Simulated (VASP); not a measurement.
# MgO (P6_3mc) in VASP: dielectric tensor with PBEsol

Aim: the dielectric tensor of MgO with PBEsol.

All numbers are computed with VASP 6.6.1; they aren't measurements. Logs are shortened: lines on timing, memory, paths and dates and some standing lists are left out, and cuts for length are marked.

### 1 The cell of the first run

The structure is hexagonal, space group P6_3mc (No. 186). The conventional cell has a = 3.251 Å, b = 3.251 Å, c = 10.386 Å, α = 90.00°, β = 90.00°, γ = 120.00°. Mg (site symmetry 3m) has 4 O at 1.97 to 1.98 Å within 2.6 Å. Within 2.6 Å of Mg (site symmetry 3m) lie 4 O at 1.97 to 1.99 Å. Within 2.6 Å of O (site symmetry 3m) lie 4 Mg at 1.97 Å. O (site symmetry 3m) has 4 Mg at 1.98 to 1.99 Å within 2.6 Å.

### 2 Dielectric tensor, PBEsol

INCAR

```
SYSTEM = MgO
PREC = Accurate ; ENCUT = 520
EDIFF = 1E-8 ; ISMEAR = 0
SIGMA = 0.01 ; LREAL = .False.
LASPH = .True. ; NELM = 100
ALGO = Normal ; ISIF = 2
LWAVE = .False. ; LCHARG = .False.
GGA = PS ; LEPSILON = .True.
```

KPOINTS

```
Automatic mesh
0
Gamma
  6 6 2
  0 0 0
```

POSCAR

```
MgO
1.0
    3.2505941900      0.0000000000      0.0000000000
   -1.6252970900      2.8150971500      0.0000000000
    0.0000000000      0.0000000000     10.3863377300
Mg O
4 4
Direct
    0.3333333273      0.6666666690      0.9696623807
    0.0000000000      0.0000000000      0.2210023099
    0.0000000000      0.0000000000      0.7210023104
    0.6666666696      0.3333333310      0.4696623802
    0.3333333273      0.6666666690      0.7798401506
    0.0000000000      0.0000000000      0.5294933405
    0.0000000000      0.0000000000      0.0294933400
    0.6666666696      0.3333333310      0.2798401502
```

Potentials or basis: VASP PAW PBE potentials, release 64 (Mg, O).

The run is started by

```bash
> cat potpaw_PBE.64/Mg/POTCAR potpaw_PBE.64/O/POTCAR > POTCAR
> mpirun -np 1 vasp_std > vasp.out
```

OUTCAR:

```text
SYSTEM = MgO
   PREC = Accurate
   ENCUT = 520
   EDIFF = 1E-8
   ISMEAR = 0
   LREAL = .False.
   LASPH = .True.
   NELM = 100
   ISIF = 2
   GGA = PS
   LEPSILON = .True.

 ion  position               nearest neighbor table
   1  0.333  0.667  0.970-   5 1.97   7 1.98   7 1.98   7 1.98   3 3.19   3 3.19   3 3.19   2 3.22
                             2 3.22   2 3.22
   2  0.000  0.000  0.221-   8 1.97   8 1.97   8 1.97   7 1.99   4 3.19   4 3.19   4 3.19   1 3.22
                             1 3.22   1 3.22
   3  0.000  0.000  0.721-   5 1.97   5 1.97   5 1.97   6 1.99   1 3.19   1 3.19   1 3.19   4 3.22
                             4 3.22   4 3.22
   4  0.667  0.333  0.470-   8 1.97   6 1.98   6 1.98   6 1.98   2 3.19   2 3.19   2 3.19   3 3.22
                             3 3.22   3 3.22
   5  0.333  0.667  0.780-   1 1.97   3 1.97   3 1.97   3 1.97
   6  0.000  0.000  0.529-   4 1.98   4 1.98   4 1.98   3 1.99
   7  0.000  0.000  0.029-   1 1.98   1 1.98   1 1.98   2 1.99
   8  0.667  0.333  0.280-   4 1.97   2 1.97   2 1.97   2 1.97

  LATTYP: Found a hexagonal cell.
 ALAT       =     3.2505941900
 C/A-ratio  =     3.1952120514

  Lattice vectors:

 A1 = (   3.2505941900,   0.0000000000,   0.0000000000)
 A2 = (  -1.6252970900,   2.8150971500,   0.0000000000)
 A3 = (   0.0000000000,   0.0000000000,  10.3863377300)

Analysis of symmetry for initial positions (statically):
=====================================================================
 Subroutine PRICEL returns:
 Original cell was already a primitive cell.

 Routine SETGRP: Setting up the symmetry group for a
 hexagonal supercell.

 Subroutine GETGRP returns: Found 12 space group operations
 (whereof  6 operations were pure point group operations)
 out of a pool of 24 trial point group operations.

The static configuration has the point symmetry C_3v.
 The point group associated with its full space group is C_6v.

Analysis of symmetry for dynamics (positions and initial velocities):
=====================================================================
 Subroutine PRICEL returns:
 Original cell was already a primitive cell.

 Routine SETGRP: Setting up the symmetry group for a
 hexagonal supercell.

 Subroutine GETGRP returns: Found 12 space group operations
 (whereof  6 operations were pure point group operations)
 out of a pool of 24 trial point group operations.

The dynamic configuration has the point symmetry C_3v.
 The point group associated with its full space group is C_6v.

 Subroutine INISYM returns: Found 12 space group operations
 (whereof  6 operations are pure point group operations),
 and found     1 'primitive' translations

----------------------------------------------------------------------------------------

                                     Primitive cell

  volume of cell :      95.0427

  direct lattice vectors                    reciprocal lattice vectors
     3.250594190  0.000000000  0.000000000     0.307636063  0.177613763  0.000000000
    -1.625297090  2.815097150  0.000000000     0.000000000  0.355227527  0.000000000
     0.000000000  0.000000000 10.386337730     0.000000000  0.000000000  0.096280328

  length of vectors
     3.250594190  3.250594191 10.386337730     0.355227528  0.355227527  0.096280328

  position of ions in fractional coordinates (direct lattice)
     0.333333327  0.666666669  0.969662381
     0.000000000  0.000000000  0.221002310
     0.000000000  0.000000000  0.721002310
     0.666666670  0.333333331  0.469662380
     0.333333327  0.666666669  0.779840151
     0.000000000  0.000000000  0.529493340
     0.000000000  0.000000000  0.029493340
     0.666666670  0.333333331  0.279840150

  ion indices of the primitive-cell ions
   primitive index   ion index
                 1           1
                 2           2
                 3           3
                 4           4
                 5           5
                 6           6
                 7           7
                 8           8

----------------------------------------------------------------------------------------

 KPOINTS: Automatic mesh

Automatic generation of k-mesh.
 Grid dimensions read from file:
 generate k-points for:    6    6    2

 Generating k-lattice:

  Cartesian coordinates                     Fractional coordinates (reciprocal lattice)
     0.051272677  0.029602294  0.000000000     0.166666667  0.000000000  0.000000000
     0.000000000  0.059204588  0.000000000     0.000000000  0.166666667  0.000000000
     0.000000000  0.000000000  0.048140164     0.000000000  0.000000000  0.500000000

  Length of vectors
[... 61 lines left out ...]
   IALGO  =     38    algorithm
   IMIX   =      4    mixing-type and parameters
     AMIX     =   0.40;   BMIX     =  1.00
     AMIX_MAG =   1.60;   BMIX_MAG =  1.00
  volume/ion in A,a.u.               =      11.88        80.17
  Fermi-wavevector in a.u.,A,eV,Ry     =   1.138899  2.152207 17.648000  1.297091
  Thomas-Fermi vector in A             =   2.275603
   LORBIT       =      0    0 simple, 1 ext, 2 COOP (PROOUT), +10 PAW based schemes
   GGA     = PS    functional components
   LHFCALC =     F    Hartree Fock is set to
   AEXX    =    0.0000 exact exchange contribution
   IVDW    =     0    specifies the selected vdW correction
   LEPSILON=     T    determine dielectric tensor
   LRPA    =     F    only Hartree local field effects (RPA)
 non-spin polarized calculation
 Gauss-broadening in eV      SIGMA  =   0.01
  energy-cutoff  :      520.00
  volume of cell :       95.04
 maximum number of plane-waves:      2592
   NGX = 13   NGY = 13   NGZ = 39

--------------------------------------- Ionic step        1  -------------------------------------------

 number of electron      32.0000021 magnetization

 E-fermi :   0.8754     XC(G=0):  -9.9523

 val. band max:        0.7537072295   @ k =   0.0000   0.0000   0.0000
 cond. band min:       4.2401552985   @ k =   0.0000   0.0000   0.0000
 fundamental gap:      3.4864480690
 Fermi energy:         0.8753640299

 k-point     1 :       0.0000    0.0000    0.0000
  band No.  band energies     occupation
      1     -15.1707      2.00000
      2     -14.8322      2.00000
      3     -14.8177      2.00000
      4     -14.4489      2.00000
      5      -2.4006      2.00000
      6      -1.2019      2.00000
[... 325 lines left out ...]
     20       9.1925      0.00000
     21      10.7988      0.00000

  FORCE on cell =-STRESS in cart. coord.  units (eV):
  Direction    XX          YY          ZZ          XY          YZ          ZX
  --------------------------------------------------------------------------------------
  -------------------------------------------------------------------------------------
  Total        0.2146959      0.2146959      0.3146206      0.0000000     -0.0000000      0.0000000
  in kB        3.6192267      3.6192267      5.3037029      0.0000000     -0.0000000      0.0000000
  external PRESSURE =       4.1807187 kB  Pullay stress =       0.0000000 kB

 VOLUME and BASIS-vectors are now :
 -----------------------------------------------------------------------------
  energy-cutoff  :      520.00
  volume of cell :       95.04
      direct lattice vectors                 reciprocal lattice vectors
     3.250594190  0.000000000  0.000000000     0.307636063  0.177613763  0.000000000
    -1.625297090  2.815097150  0.000000000     0.000000000  0.355227527  0.000000000
     0.000000000  0.000000000 10.386337730     0.000000000  0.000000000  0.096280328

 POSITION                                       TOTAL-FORCE (eV/Angst)
 -----------------------------------------------------------------------------------
     -0.00000      1.87673     10.07124        -0.000000      0.000000      0.001398
      0.00000      0.00000      2.29540        -0.000000      0.000000      0.004642
      0.00000      0.00000      7.48857        -0.000000      0.000000      0.004642
      1.62530      0.93837      4.87807        -0.000000      0.000000      0.001398
     -0.00000      1.87673      8.09968         0.000000     -0.000000     -0.002463
      0.00000      0.00000      5.49950        -0.000000      0.000000     -0.003578
      0.00000      0.00000      0.30633        -0.000000      0.000000     -0.003578
      1.62530      0.93837      2.90651        -0.000000      0.000000     -0.002463
 -----------------------------------------------------------------------------------
    total drift:                                0.000012     -0.000001     -0.000852

  FREE ENERGIE OF THE ION-ELECTRON SYSTEM (eV)
  ---------------------------------------------------
  free  energy   TOTEN  =       -48.9381584446 eV

  energy  without entropy=      -48.9381584446  energy(sigma->0) =      -48.93815844

 HEAD OF MICROSCOPIC STATIC DIELECTRIC TENSOR (INDEPENDENT PARTICLE, excluding Hartree and local field effects)
 ------------------------------------------------------
           3.126133     0.000000    -0.000000
           0.000000     3.126133     0.000000
           0.000000     0.000000     3.153445
 ------------------------------------------------------

 Free energy of the ion-electron system (eV)
  ---------------------------------------------------
  ---------------------------------------------------
  free energy    TOTEN  =        -0.58641809 eV

  energy without entropy =       -0.58641809

------------------------ aborting loop because EDIFF is reached ----------------------------------------

--------------------------------------- Ionic step        2  -------------------------------------------

------------------------ aborting loop because EDIFF is reached ----------------------------------------

--------------------------------------- Ionic step        3  -------------------------------------------

 Free energy of the ion-electron system (eV)
  ---------------------------------------------------
  ---------------------------------------------------
  free energy    TOTEN  =        -0.59519998 eV

  energy without entropy =       -0.59519998

------------------------ aborting loop because EDIFF is reached ----------------------------------------

 PIEZOELECTRIC TENSOR FIELD DIRECTION 3  (e Angst)
 -----------------------------------------------------------------------------
    -0.51802 -0.00000  0.00000           (  0.06150  0.00000  0.00000)
    -0.00000 -0.51802 -0.00000           (  0.00000  0.06150 -0.00000)
     0.00000 -0.00000  0.83877           (  0.00000 -0.00000 -0.12881)

 PIEZOELECTRIC TENSOR FIELD DIRECTION 3  (C/m^2)
 -----------------------------------------------------------------------------
    -0.08732 -0.00000  0.00000
    -0.00000 -0.08732 -0.00000
     0.00000 -0.00000  0.14139

 MACROSCOPIC STATIC DIELECTRIC TENSOR (including local field effects in DFT)
 ------------------------------------------------------
           3.034891     0.000000    -0.000000
           0.000000     3.034891     0.000000
           0.000000     0.000000     3.069823
 ------------------------------------------------------

 PIEZOELECTRIC TENSOR (including local field effects)  for field in x, y, z        (e  Angst)
          XX          YY          ZZ          XY          YZ          ZX
  --------------------------------------------------------------------------------
  x    -0.00000     0.00000     0.00000    -0.00000    -0.00000    -0.57869
  y    -0.00000    -0.00000     0.00000     0.00000    -0.57869    -0.00000
  z    -0.51802    -0.51802     0.83877    -0.00000     0.00000     0.00000

 PIEZOELECTRIC TENSOR (including local field effects)  for field in x, y, z        (C/m^2)
          XX          YY          ZZ          XY          YZ          ZX
  --------------------------------------------------------------------------------
  x    -0.00000     0.00000     0.00000    -0.00000    -0.00000    -0.09755
  y    -0.00000    -0.00000     0.00000     0.00000    -0.09755    -0.00000
  z    -0.08732    -0.08732     0.14139    -0.00000     0.00000     0.00000

 BORN EFFECTIVE CHARGES (including local field effects) (in |e|, cummulative output)
 ---------------------------------------------------------------------------------
 ion    1
    1     1.82284     0.00000    -0.00000
    2     0.00000     1.82284     0.00000
    3     0.00000     0.00000     1.80089
 ion    2
    1     1.79882     0.00000     0.00000
    2     0.00000     1.79882     0.00000
    3    -0.00000    -0.00000     1.89101
 ion    3
    1     1.79882     0.00000    -0.00000
    2     0.00000     1.79882    -0.00000
    3    -0.00000     0.00000     1.89101
 ion    4
    1     1.82284     0.00000     0.00000
    2     0.00000     1.82284     0.00000
    3    -0.00000     0.00000     1.80089
 ion    5
    1    -1.82154    -0.00000     0.00000
    2    -0.00000    -1.82154     0.00000
    3     0.00000     0.00000    -1.82890
 ion    6
    1    -1.80012    -0.00000    -0.00000
    2    -0.00000    -1.80012    -0.00000
    3    -0.00000     0.00000    -1.86300
 ion    7
    1    -1.80012    -0.00000    -0.00000
    2    -0.00000    -1.80012    -0.00000
    3     0.00000     0.00000    -1.86300
 ion    8
    1    -1.82154    -0.00000    -0.00000
    2    -0.00000    -1.82154     0.00000
    3    -0.00000    -0.00000    -1.82890
```

It took 7.2 min on 1 thread of Intel Xeon 8259CL, shared host; peak memory 0.31 GiB.

What came out:

```
Band gap on the k mesh                  : 3.49 eV, direct
Electronic dielectric tensor (diagonal) : 3.03, 3.03, 3.07
Born charges (mean of the diagonal)     : Mg +1.82, +1.83; O -1.82 e
```

Levels at points of the mesh, in eV from the valence-band top:
```tsv
k point	band 14	band 15	band 16	band 17	band 18	band 19
(0.00, 0.00, 0.00)	-0.13	-0.13	0.00	3.49	5.84	5.95
(0.50, 0.00, 0.00)	-0.59	-0.31	-0.29	6.60	6.94	8.22
(0.00, 0.00, 0.50)	-0.17	-0.17	-0.17	4.33	4.33	7.47
(0.50, 0.00, 0.50)	-0.57	-0.39	-0.39	6.85	6.85	8.13
```

Electronic dielectric tensor:
```
3.03 0.00 0.00
0.00 3.03 0.00
0.00 0.00 3.07
```

Born effective charge tensors (e):
atom 1, Mg
```
1.82 0.00 0.00
0.00 1.82 0.00
0.00 0.00 1.80
```
atom 2, Mg
```
1.80 0.00 0.00
0.00 1.80 0.00
0.00 0.00 1.89
```
atom 3, Mg
```
1.80 0.00 0.00
0.00 1.80 0.00
0.00 0.00 1.89
```
atom 4, Mg
```
1.82 0.00 0.00
0.00 1.82 0.00
0.00 0.00 1.80
```
atom 5, O
```
-1.82  0.00  0.00
 0.00 -1.82  0.00
 0.00  0.00 -1.83
```
atom 6, O
```
-1.80  0.00  0.00
 0.00 -1.80  0.00
 0.00  0.00 -1.86
```
atom 7, O
```
-1.80  0.00  0.00
 0.00 -1.80  0.00
 0.00  0.00 -1.86
```
atom 8, O
```
-1.82  0.00  0.00
 0.00 -1.82  0.00
 0.00  0.00 -1.83
```

Caveat: the PAW data sets were made with another functional, which shifts forces and pressure a little.
